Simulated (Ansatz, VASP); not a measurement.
NaVS2 in VASP and in Ansatz

```
CELL_PARAMETERS angstrom
1.59761 0.92238 5.73680
-1.59761 0.92238 5.73680
0.00000 -1.84476 5.73680
ATOMIC_POSITIONS crystal
Na 0.50000 0.50000 0.50000
V 0.00000 0.00000 0.00000
S 0.26438 0.26438 0.26438
S 0.73562 0.73562 0.73562
```

Change from the starting cell: volume scaled by 0.7, no spin polarisation, PAW files.

Alike in both runs: task single point; functional LDA; k mesh 11 × 11 × 11; occupations fermi-dirac, width 0.03 eV; no spin polarisation.

|  | VASP | Ansatz |
| --- | --- | --- |
| version | VASP 6.6.1 | Ansatz 0.2.0 |
| potentials or method | VASP PAW LDA potentials, release 64 (Na_pv, V_sv, S) | PAW with Ansatz's default frozen-core files, scalar-relativistic |
| plane-wave cutoff (eV) | 520 | 420 |
| valence electrons in the cell | 32 | 34 |

|  | VASP | Ansatz | Ansatz less VASP |
| --- | --- | --- | --- |
| pressure (GPa) | 38.2 | 37.9 | -0.26 |
| traceless stress, the component that is largest in VASP (GPa) | 8.42 | 8.40 | -0.020 |
| rms of the force components (eV/Å) | 1.199 | 1.198 | -0.0010 |

LDA's correlation is that of Perdew and Zunger in VASP and of Perdew and Wang (1992) in Ansatz. Atom by atom the forces differ by 0.001 eV/Å (rms over components). Both programs put the cell under a high pressure, so it lies far from rest at this level. VASP's potentials hold 32 valence electrons a cell and Ansatz's 34, so a difference there can come from the potentials and not from the codes.
